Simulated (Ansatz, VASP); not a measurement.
**Ge: VASP beside Ansatz**

File INCAR:

```
SYSTEM = Ge
ALGO = Normal
EDIFF = 1E-6
ENCUT = 500
GGA = PS
GGA_COMPAT = .False.
ISIF = 2
ISMEAR = 0
LASPH = .True.
LCHARG = .True.
LELF = .True.
LREAL = .False.
LVHAR = .True.
LWAVE = .False.
NBANDS = 21
NELM = 120
PREC = Accurate
SIGMA = 0.1
```

KPOINTS

```
k-points
0
Gamma
  6 6 6
  0 0 0
```

The input POSCAR:

```
Ge
1.0
    0.0000000000      2.8378641597      2.8378641597
    2.8378641597      0.0000000000      2.8378641597
    2.8378641597      2.8378641597      0.0000000000
Ge
2
Direct
    0.0000000000      0.0000000000      0.0000000000
    0.2500000000      0.2500000000      0.2500000000
```

Input for Ansatz:

```yaml
crystal:
  lattice:
    - [0.0, 2.8378641597, 2.8378641597]
    - [2.8378641597, 0.0, 2.8378641597]
    - [2.8378641597, 2.8378641597, 0.0]
  atoms:
    - { symbol: Ge, position: [0.0, 0.0, 0.0] }
    - { symbol: Ge, position: [0.25, 0.25, 0.25] }
basis:
  ecutwfc: 420
kpoints:
  mp_grid: { grid: [6, 6, 6] }
hamiltonian:
  xc: pbesol
  pseudopotentials: { kind: paw, azcp: { folder: soft_1 } }
scf:
  occupations: { method: gaussian, width: 0.1 }
output:
  forces: true
  stress: true
  eigenvalues: true
```

Alike in both runs: task single point; functional PBEsol; k mesh 6 × 6 × 6; occupations gaussian, width 0.1 eV; no spin polarisation.

|  | VASP | Ansatz |
| --- | --- | --- |
| version | VASP 6.6.1 | Ansatz 0.2.0 |
| potentials or method | VASP PAW PBE potentials, release 64 (Ge_d), cutoff 500 eV | scalar-relativistic, plane waves, PAW |
| valence electrons in the cell | 28 | 28 |

Ansatz gave:

| Quantity | Value |
| --- | --- |
| gap on the k mesh at the Fermi level (eV) | none |
| pressure (GPa) | 0.1 |

Task: What did VASP give for the same quantities?

Result: gap on the k mesh at the Fermi level (eV): none; pressure (GPa): 0.0.

VASP's potentials were made for PBE, not for PBEsol, and Ansatz warns of the same on its side. A gap of «none» marks a metal or a gap that the smearing closes.
